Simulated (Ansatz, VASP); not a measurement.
CdSe in VASP and in Ansatz

```xyz
2
Lattice="0.0000 2.8740 2.8740 2.8740 0.0000 2.8740 2.8740 2.8740 0.0000" Properties=species:S:1:pos:R:3 pbc="T T T"
Cd    0.0000    0.0000    0.0000
Se    2.8740    2.8740    2.8740
```

Alike in both runs: task single point; functional PBE; k mesh 10 × 10 × 10; occupations gaussian, width 0.05 eV; no spin polarisation.

|  | VASP | Ansatz |
| --- | --- | --- |
| version | VASP 6.6.1 | Ansatz 0.2.0 |
| potentials or method | VASP PAW PBE potentials, release 64 (Cd, Se), cutoff 520 eV | scalar-relativistic, plane waves, PAW |
| valence electrons in the cell | 18 | 36 |

```csv
,VASP,Ansatz,Ansatz less VASP
gap on the k mesh at the Fermi level (eV),none,none,-
pressure (GPa),0.0,-0.3,-0.32
```

A gap of «none» marks a metal or a gap that the smearing closes. VASP's potentials hold 18 valence electrons a cell and Ansatz's 36, so a difference there can come from the potentials and not from the codes.
